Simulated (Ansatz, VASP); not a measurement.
Rb2PdO2: VASP beside Ansatz

```xyz
5
Lattice="0.0000 4.2458 0.0000 4.2458 0.0000 0.0000 2.1229 2.1229 -6.8707" Properties=species:S:1:pos:R:3 pbc="T T T"
Rb    2.1229    2.1229   -2.0684
Rb    4.2458    4.2458   -4.8023
O     2.1229    2.1229   -4.9955
O     4.2458    4.2458   -1.8752
Pd    0.0000    0.0000    0.0000
```

Alike in both runs: functional PBE; k mesh 5 × 5 × 5; no spin polarisation; Hubbard terms Pd d U = 1.0 eV.

Ansatz relaxed the structure, and its values are those at the end. VASP's run is a single point on that final structure, the one shown.

|  | VASP | Ansatz |
| --- | --- | --- |
| version | VASP 6.6.1 | Ansatz 0.2.0 |
| potentials or method | VASP PAW PBE potentials, release 64 (Rb_sv, O, Pd), cutoff 520 eV | PAW plane waves |
| occupations | fermi-dirac, width 0.1 eV | fermi-dirac |
| valence electrons in the cell | 40 | 48 |

Ansatz gave:

```
gap on the k mesh at the Fermi level (eV) : none
pressure (GPa)                            : 0.0
rms of the force components (eV/Å)        : 0.002
```

Question: Estimate VASP's values.

Answer: gap on the k mesh at the Fermi level (eV): none; pressure (GPa): -0.3; rms of the force components (eV/Å): 0.073.

The programs project onto different local orbitals, so the same U acts differently, and such runs can settle in different states. A gap of «none» marks a metal or a gap that the smearing closes. VASP's potentials hold 40 valence electrons a cell and Ansatz's 48, so a difference there can come from the potentials and not from the codes. Ansatz's warnings: filled band counts differ across k points.
